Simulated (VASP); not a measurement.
A run of VASP 6.6.1 is set up as follows.

POSCAR

```
KI
1.0
    4.7999825036      0.0000000000      0.0000000000
   -2.3999912518      4.1569067858      0.0000000000
    0.0000000000      0.0000000000      8.4146389348
K I
2 2
Direct
    0.0000000000      0.0000000000      0.0000000000
    0.0000000000      0.0000000000      0.5000000000
    0.3333333333      0.6666666667      0.2500000000
    0.6666666667      0.3333333333      0.7500000000
```

INCAR.step1

```
PREC = Accurate
ENCUT = 520
ISMEAR = 0
SIGMA = 0.01
LREAL = False
LASPH = True
NELM = 60
NBANDS = 24
GGA = PE
ALGO = Normal
EDIFF = 1E-4
LWAVE = True
LCHARG = False
```

The input INCAR.step2:

```
PREC = Accurate
ENCUT = 520
EDIFF = 1E-7
ISMEAR = 0
SIGMA = 0.01
LREAL = False
LASPH = True
NELM = 60
ALGO = Normal
ISIF = 2
LWAVE = False
LCHARG = False
METAGGA = R2SCAN
LMIXTAU = True
NBANDS = 24
ISTART = 1
```

Contents of KPOINTS:

```
regular mesh
0
Gamma
  6 6 4
```

Potentials or basis: VASP PAW PBE potentials, release 64 (K_sv, I).

Launch:

```bash
$ cat potpaw_PBE.64/K_sv/POTCAR potpaw_PBE.64/I/POTCAR > POTCAR
$ cp INCAR.step1 INCAR
$ mpirun -np 1 vasp_std > vasp.out
$ cp INCAR.step2 INCAR
$ mpirun -np 1 vasp_std > vasp.out
```

**Question.** What does it give for the pressure?

**Answer.** 0.9 GPa.

**Question.** What does it give for the band gap on the k mesh?

**Answer.** 4.65 eV, direct.

Caveat: the PAW data sets were made with another functional, which shifts forces and pressure a little; spin-orbit coupling is left out, which moves the levels of the heavy elements. A k mesh can miss the band edges.
